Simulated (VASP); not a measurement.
# AlN (Cm) in VASP: a series of runs, part 2 of 2

VASP 6.6.1. The steps go on from the part before.

### Step 3. Single point, PBE

INCAR reads:

```
PREC = Accurate ; ENCUT = 520
EDIFF = 1E-7 ; ISMEAR = 0
SIGMA = 0.05 ; LREAL = False
LASPH = True ; NELM = 100
ALGO = Normal ; ISIF = 2
LWAVE = False ; LCHARG = False
GGA = PE ; NBANDS = 36
```

KPOINTS reads:

```
regular mesh
0
Gamma
  8 8 2
```

POSCAR reads:

```
AlN
1.0
    2.2015871003     -2.2015871003      0.0000000000
    2.2015871003      0.0000000000     -2.2015871003
    9.9071419513      8.2559516261      8.2559516261
Al N
6 6
Direct
    0.9010500000     -0.0989500000      0.3958000000
    0.2760500000      0.2760500000      0.2291333333
    0.5260500000      0.5260500000      0.5624666667
    0.7760500000      0.7760500000      0.8958000000
    0.1510500000      0.1510500000      0.7291333333
    0.6510500000      0.6510500000      0.0624666667
    0.5573000000      0.5573000000      0.4374666667
    0.9323000000     -0.0677000000      0.2708000000
    0.1823000000      0.1823000000      0.6041333333
    0.4323000000      0.4323000000      0.9374666667
   -0.1927000000     -0.1927000000      0.7708000000
    0.3073000000      0.3073000000      0.1041333333
```

Potentials or basis: VASP PAW PBE potentials, release 64 (Al, N).

Started as:

```sh
$ cat potpaw_PBE.64/Al/POTCAR potpaw_PBE.64/N/POTCAR > POTCAR
$ mpirun -np 1 vasp_std > vasp.out
```

OUTCAR:

```text
PREC = Accurate
   ENCUT = 520
   EDIFF = 1E-7
   ISMEAR = 0
   LREAL = False
   LASPH = True
   NELM = 100
   ISIF = 2
   GGA = PE

 ion  position               nearest neighbor table
   1  0.901  0.901  0.396-   8 1.91   7 1.91   7 1.91   7 1.91   3 3.11   2 3.11   3 3.11   3 3.11
                             2 3.11   2 3.11
   2  0.276  0.276  0.229-  12 1.91   8 1.91   8 1.91   8 1.91   6 3.11   6 3.11   6 3.11   1 3.11
                             1 3.11   1 3.11
   3  0.526  0.526  0.562-   9 1.91   9 1.91   9 1.91   7 1.91   5 3.11   5 3.11   5 3.11   1 3.11
                             1 3.11   1 3.11
   4  0.776  0.776  0.896-  11 1.91  10 1.91  10 1.91  10 1.91   6 2.58   5 3.11   5 3.11   5 3.11
[... 5 lines left out ...]
   7  0.557  0.557  0.437-   3 1.91   1 1.91   1 1.91   1 1.91
   8  0.932  0.932  0.271-   1 1.91   2 1.91   2 1.91   2 1.91
   9  0.182  0.182  0.604-   3 1.91   3 1.91   3 1.91   5 1.91
  10  0.432  0.432  0.937-   4 1.91   4 1.91   4 1.91   6 2.34
  11  0.807  0.807  0.771-   4 1.91   5 1.91   5 1.91   5 1.91
  12  0.307  0.307  0.104-   6 1.91   6 1.91   6 1.91   2 1.91

  LATTYP: Found a base centered monoclinic cell.
 ALAT       =     5.3927650200
 B/A-ratio  =     0.5773502692
 C/A-ratio  =     2.8394541729
 COS(beta)  =    -0.0880450906

  Lattice vectors:

 A1 = (  -2.2015871003,   2.2015871003,   0.0000000000)
 A2 = (  -2.2015871003,   0.0000000000,   2.2015871003)
 A3 = (   9.9071419513,   8.2559516261,   8.2559516261)

Analysis of symmetry for initial positions (statically):
=====================================================================
 Subroutine PRICEL returns:
 Original cell was already a primitive cell.

 Routine SETGRP: Setting up the symmetry group for a
 base centered monoclinic supercell.

 Subroutine GETGRP returns: Found  2 space group operations
 (whereof  2 operations were pure point group operations)
 out of a pool of  4 trial point group operations.

The static configuration has the point symmetry C_1h.

Analysis of symmetry for dynamics (positions and initial velocities):
=====================================================================
 Subroutine PRICEL returns:
 Original cell was already a primitive cell.

 Routine SETGRP: Setting up the symmetry group for a
 base centered monoclinic supercell.

 Subroutine GETGRP returns: Found  2 space group operations
 (whereof  2 operations were pure point group operations)
 out of a pool of  4 trial point group operations.

The dynamic configuration has the point symmetry C_1h.

 Subroutine INISYM returns: Found  2 space group operations
 (whereof  2 operations are pure point group operations),
 and found     1 'primitive' translations

----------------------------------------------------------------------------------------

                                     Primitive cell

  volume of cell :     128.0527

  direct lattice vectors                    reciprocal lattice vectors
     2.201587100 -2.201587100  0.000000000     0.141943056 -0.312274722  0.141943056
     2.201587100  0.000000000 -2.201587100     0.141943056  0.141943056 -0.312274722
     9.907141951  8.255951626  8.255951626     0.037851481  0.037851481  0.037851481
[... 64 lines left out ...]
  0.375000  0.000000  0.000000      4.000000
  0.500000  0.000000  0.000000      2.000000
  0.125000  0.125000 -0.000000      2.000000
[... 16 lines left out ...]
  0.125000  0.000000  0.500000      4.000000
  0.250000  0.000000  0.500000      4.000000
 [... further k-points ...]
   k-points           NKPTS =     42   k-points in BZ     NKDIM =     42   number of bands    NBANDS=     36
   number of dos      NEDOS =    301   number of ions     NIONS =     12
   total plane-waves  NPLWV =  69120
   dimension x,y,z NGX =    24 NGY =   24 NGZ =  120
   dimension x,y,z NGXF=    48 NGYF=   48 NGZF=  240
   ions per type =               6   6
   NGX,Y,Z   is equivalent  to a cutoff of  12.81, 12.81, 13.03 a.u.
   NGXF,Y,Z  is equivalent  to a cutoff of  25.63, 25.63, 26.06 a.u.
 SYSTEM =  unknown system
   PREC   = accura    normal or accurate (medium, high low for compatibility)
   ISTART =      0    job   : 0-new  1-cont  2-samecut
   ICHARG =      2    charge: 1-file 2-atom 10-const
   ISPIN  =      1    spin polarized calculation?
   LNONCOLLINEAR =      F non collinear calculations
   LSORBIT =      F    spin-orbit coupling
   LASPH  =      T    aspherical Exc in radial PAW
   ENCUT  =  520.0 eV  38.22 Ry    6.18 a.u.   5.79  5.79 28.47*2*pi/ulx,y,z
   NELM   =    100;   NELMIN=  2; NELMDL= -5     # of ELM steps
   EDIFF  = 0.1E-06   stopping-criterion for ELM
   LREAL  =      F    real-space projection
   EDIFFG = 0.1E-05   stopping-criterion for IOM
   NSW    =      0    number of steps for IOM
   IBRION =     -1    ionic relax: 0-MD 1-quasi-New 2-CG
   NFREE  =      0    steps in history (QN), initial steepest desc. (CG)
   ISIF   =      2    stress and relaxation
   ISYM   =      2    0-nonsym 1-usesym 2-fastsym
   POTIM  = 0.5000    time-step for ionic-motion
   TEBEG  =    0.0;   TEEND  =   0.0 temperature during run
   PSTRESS=    0.0 pullay stress
   NELECT =      48.0000    total number of electrons
   NUPDOWN=      -1.0000    fix difference up-down
   EMIN   =  10.00;   EMAX   =-10.00  energy-range for DOS
   EFERMI =   0.00;   METHOD = LEGACY
   ISMEAR =     0;   SIGMA  =   0.05  broadening in eV -4-tet -1-fermi 0-gaus
   EFERMI_NEDOS =   21; number of points for ismear=-14 and -15
   IALGO  =     38    algorithm
   IMIX   =      4    mixing-type and parameters
     AMIX     =   0.40;   BMIX     =  1.00
     AMIX_MAG =   1.60;   BMIX_MAG =  1.00
  volume/ion in A,a.u.               =      10.67        72.01
  Fermi-wavevector in a.u.,A,eV,Ry     =   1.180390  2.230614 18.957286  1.393321
  Thomas-Fermi vector in A             =   2.316684
   LORBIT       =      0    0 simple, 1 ext, 2 COOP (PROOUT), +10 PAW based schemes
   GGA     = PE    functional components
   LHFCALC =     F    Hartree Fock is set to
   AEXX    =    0.0000 exact exchange contribution
   IVDW    =     0    specifies the selected vdW correction
   LEPSILON=     F    determine dielectric tensor
   LRPA    =     F    only Hartree local field effects (RPA)
 non-spin polarized calculation
 Gauss-broadening in eV      SIGMA  =   0.05
  energy-cutoff  :      520.00
  volume of cell :      128.05
 maximum number of plane-waves:      3474
   NGX = 11   NGY = 11   NGZ = 57

 number of electron      48.0000008 magnetization

 Free energy of the ion-electron system (eV)
  ---------------------------------------------------
  ext. energy  EPLUGINS =         0.00000000
  ---------------------------------------------------
  free energy    TOTEN  =       -87.27850870 eV

  energy without entropy =      -87.27850870  energy(sigma->0) =      -87.27850870

 E-fermi :   6.5259     XC(G=0): -10.8505

 val. band max:        6.2568118463   @ k =  -0.1250   0.1250   0.0000
 cond. band min:       8.8262919069   @ k =   0.5000   0.0000   0.0000
 fundamental gap:      2.5694800606
 Fermi energy:         6.5259498461

 k-point     1 :       0.0000    0.0000    0.0000
  band No.  band energies     occupation
      1      -9.0933      2.00000
      2      -8.6980      2.00000
      3      -8.6149      2.00000
      4      -7.7298      2.00000
      5      -7.6489      2.00000
      6      -7.0176      2.00000
[... 925 lines left out ...]
     35      16.0139      0.00000
     36      16.4240      0.00000

 [... further k-points ...]
[... 5 lines left out ...]
  --------------------------------------------------------------------------------------
  -------------------------------------------------------------------------------------
  Total       -4.2925453      1.7355081      1.7355081      2.0558370      4.2032056      2.0558369
  in kB      -53.7077065     21.7144268     21.7144268     25.7223359     52.5899013     25.7223347
  external PRESSURE =      -3.4262843 kB  Pullay stress =       0.0000000 kB

 VOLUME and BASIS-vectors are now :
 -----------------------------------------------------------------------------
  energy-cutoff  :      520.00
  volume of cell :      128.05
      direct lattice vectors                 reciprocal lattice vectors
     2.201587100 -2.201587100  0.000000000     0.141943056 -0.312274722  0.141943056
     2.201587100  0.000000000 -2.201587100     0.141943056  0.141943056 -0.312274722
     9.907141951  8.255951626  8.255951626     0.037851481  0.037851481  0.037851481

 POSITION                                       TOTAL-FORCE (eV/Angst)
 -----------------------------------------------------------------------------------
      7.88873      1.28397      1.28397         0.030312      0.034739      0.034739
      3.48555      1.28397      1.28397         0.083758      0.172429      0.172429
      7.88873      3.48555      3.48555         0.033968      0.034910      0.034910
     12.29190      5.68714      5.68714        -0.640775     -0.966460     -0.966460
      7.88873      5.68714      5.68714         0.035366      0.048532      0.048532
      3.48555     -0.91762     -0.91762        -0.521419      0.656232      0.656232
      6.78793      2.38476      2.38476        -0.034141     -0.032496     -0.032496
      6.78793      0.18317      0.18317        -0.036341     -0.018109     -0.018109
      6.78793      4.58635      4.58635        -0.030461     -0.036669     -0.036669
     11.19111      6.78793      6.78793         0.962085     -0.587502     -0.587502
     11.19111      4.58635      4.58635        -0.025704     -0.078458     -0.078458
      2.38476      0.18317      0.18317         0.143352      0.772851      0.772851
 -----------------------------------------------------------------------------------
    total drift:                               -0.000988     -0.000983     -0.000983

  FREE ENERGIE OF THE ION-ELECTRON SYSTEM (eV)
  ---------------------------------------------------
  free  energy   TOTEN  =       -87.2785086982 eV

  energy  without entropy=      -87.2785086982  energy(sigma->0) =      -87.27850870
```

Run time: 2.5 min. Hardware: 1 thread of Intel Xeon Platinum 8488C (Sapphire Rapids), shared host; peak memory 0.32 GiB.

What came out:

| Item | Value |
| --- | --- |
| Free energy | -87.2785 eV |
| Pressure | -0.3 GPa |
| Largest force | 1.510 eV/Å |
| Band gap on the k mesh | 2.57 eV (least direct gap 2.66 eV) |

Forces in eV/Å, atoms in the order of the input:
```
Al   0.030  0.035  0.035
Al   0.084  0.172  0.172
Al   0.034  0.035  0.035
Al  -0.641 -0.966 -0.966
Al   0.035  0.049  0.049
Al  -0.521  0.656  0.656
N   -0.034 -0.032 -0.032
N   -0.036 -0.018 -0.018
N   -0.030 -0.037 -0.037
N    0.962 -0.588 -0.588
N   -0.026 -0.078 -0.078
N    0.143  0.773  0.773
```

Caveat: forces of over 1 eV/Å act on the atoms, so gaps and moduli don't describe the material at rest. A k mesh can miss the band edges.

### Step 4. Single point, PBE

INCAR reads:

```
ALGO = Normal
EDIFF = 1E-7
ENCUT = 520
GGA = PE
ISIF = 2
ISMEAR = 0
LASPH = True
LCHARG = False
LREAL = False
LWAVE = False
NBANDS = 36
NELM = 80
PREC = Accurate
SIGMA = 0.05
```

KPOINTS reads:

```
k-points
0
Gamma
  8 8 2
```

POSCAR reads:

```
AlN
1.0
    2.2015871003     -2.2015871003      0.0000000000
    2.2015871003      0.0000000000     -2.2015871003
   10.6411510906      7.8889470565      7.8889470565
Al N
6 6
Direct
    0.8350701400     -0.1649298600      0.3958000000
    0.2378534733      0.2378534733      0.2291333333
    0.4322868067      0.4322868067      0.5624666667
    0.6267201400      0.6267201400      0.8958000000
    0.0295034733      0.0295034733      0.7291333333
    0.6406368067      0.6406368067      0.0624666667
    0.4843743067      0.4843743067      0.4374666667
    0.8871576400     -0.1128423600      0.2708000000
    0.0815909733      0.0815909733      0.6041333333
    0.2760243067      0.2760243067      0.9374666667
   -0.3211923600     -0.3211923600      0.7708000000
    0.2899409733      0.2899409733      0.1041333333
```

Started as:

```sh
$ cat potpaw_PBE.64/Al/POTCAR potpaw_PBE.64/N/POTCAR > POTCAR
$ mpirun -np 1 vasp_std > vasp.out
```

Run time: 3.2 min. Hardware: 1 thread of Intel Xeon Platinum 8488C (Sapphire Rapids), shared host; peak memory 0.33 GiB.

Results (log left out):

| Property | Result |
| --- | --- |
| Free energy | -87.2198 eV |
| Pressure | -0.5 GPa |
| Largest force | 1.493 eV/Å |
| Band gap on the k mesh | 2.65 eV (least direct gap 2.78 eV) |

Forces in eV/Å, atoms in the order of the input:
```
Al   0.035  0.032  0.032
Al   0.210  0.112  0.112
Al   0.035  0.034  0.034
Al  -1.102 -0.712 -0.712
Al   0.052  0.041  0.041
Al   0.684  0.037  0.037
N   -0.032 -0.034 -0.034
N   -0.020 -0.026 -0.026
N   -0.037 -0.033 -0.033
N   -0.795  0.280  0.280
N   -0.067 -0.060 -0.060
N    1.038  0.328  0.328
```

Stress tensor (GPa, compression positive):
```
 4.49  3.78  3.78
 3.78 -2.95  2.98
 3.78  2.98 -2.95
```

Levels at points of the mesh, in eV from the valence-band top:
| k point | band 22 | band 23 | band 24 | band 25 | band 26 | band 27 |
| --- | --- | --- | --- | --- | --- | --- |
| (0.00, 0.00, 0.00) | -0.37 | -0.35 | -0.04 | 3.00 | 4.46 | 4.99 |
| (0.50, 0.00, 0.00) | -1.09 | -0.92 | -0.12 | 2.81 | 3.59 | 4.16 |
| (0.50, 0.50, 0.00) | -1.16 | -0.88 | -0.22 | 2.87 | 3.26 | 4.32 |
| (0.00, 0.00, 0.50) | -0.41 | -0.36 | -0.30 | 3.19 | 4.10 | 5.43 |
| (0.50, 0.00, 0.50) | -1.12 | -0.88 | -0.15 | 2.96 | 3.25 | 4.40 |
| (0.50, 0.50, 0.50) | -1.07 | -0.93 | -0.13 | 2.65 | 3.66 | 4.21 |

Caveat: forces of over 1 eV/Å act on the atoms, so gaps and moduli don't describe the material at rest. A k mesh can miss the band edges.

### Step 5. Overview

```csv
cell,gap on the mesh (eV),pressure (GPa),largest force (eV/Å)
"a = 3.114, b = 3.114, c = 15.260 Å, angles 88.5, 88.5, 60.0°, 12 atoms",3.06,-0.5,0.93
"a = 3.114, b = 3.114, c = 15.313 Å, angles 85.6, 85.6, 60.0°, 12 atoms",2.57,-0.3,1.51
"a = 3.114, b = 3.114, c = 15.418 Å, angles 82.7, 82.7, 60.0°, 12 atoms",2.65,-0.5,1.49
```

Alike in all rows: task single point; level PBE; potentials or basis VASP PAW PBE potentials, release 64 (Al, N); no spin polarisation; k mesh 8 × 8 × 2; cutoff (eV) 520; smearing gaussian 0.05 eV.

Caveats: forces of over 1 eV/Å act on the atoms, so gaps and moduli don't describe the material at rest (at least some runs).

Total energies depend on the potentials used, so only differences within one code and one set of settings carry meaning.
